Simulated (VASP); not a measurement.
ZnS:

```xyz
2
Lattice="0.0000 2.7376 2.7376 2.7376 0.0000 2.7376 2.7376 2.7376 0.0000" Properties=species:S:1:pos:R:3 pbc="T T T"
Zn    4.1063    4.1063    4.1063
S     0.0000    0.0000    0.0000
```

Base run:

```yaml
Program: VASP 6.6.1
Functional: r2SCAN
Potentials_or_basis: VASP PAW PBE potentials, release 64 (Zn, S)
Cutoff: 520 eV
k_mesh: 9 × 9 × 9
Occupations: fermi-dirac, width 0.05 eV
Spin: no spin polarisation
```

Its results: band gap on the k mesh 2.49 eV, direct; pressure -3.3 GPa.

**Question.** The run is repeated on the same cell with these changes: functional from r2SCAN to BLYP; dispersion from none to D3(BJ). What comes out?

**Answer.** Band gap on the k mesh 1.94 eV, direct; pressure -3.3 GPa.

Several settings changed at once, so the effect can't be laid on one alone.

Caveats: the PAW data sets were made with another functional, which shifts forces and pressure a little.

